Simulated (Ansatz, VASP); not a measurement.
## One calculation of BaTiO3, two programs

```
Ba Ti O
1.0
     4.00600    0.00000    0.00000
     0.00000    4.00600    0.00000
     0.00000    0.00000    4.00600
Ba Ti O
1 1 3
Direct
  0.50000 0.50000 0.50000
  0.00000 0.00000 0.00000
  0.00000 0.00000 0.50000
  0.00000 0.50000 0.00000
  0.50000 0.00000 0.00000
```

Alike in both runs: functional PBEsol; k mesh 7 × 7 × 7; occupations fermi-dirac, width 0.05 eV; no spin polarisation; Hubbard terms Ti d U = 6.0 eV.

|  | VASP | Ansatz |
| --- | --- | --- |
| version | VASP 6.6.1 | Ansatz 0.2.0 |
| potentials or method | VASP PAW PBE potentials, release 64 (Ba_sv, Ti_sv, O_h) | Ansatz PAW |
| plane-wave cutoff (eV) | 910 | 420 |
| valence electrons in the cell | 40 | 40 |
| task | single point | projected density of states |

|  | VASP | Ansatz | Ansatz less VASP |
| --- | --- | --- | --- |
| gap on the k mesh at the Fermi level (eV) | 2.49 | 2.56 | +0.067 |
| least direct gap on the mesh (eV) | 2.63 | 2.67 | +0.036 |

VASP's potentials were made for PBE, not for PBEsol. The programs project onto different local orbitals, so the same U acts differently, and such runs can settle in different states.

Spin-orbit coupling is off throughout. Noted on VASP's run: the cutoff is short for stress, so the pressure is rough. Noted on Ansatz's run: odd divisions of the mesh miss points on the zone boundary, where band edges often lie, so the gap on the mesh can be too wide.
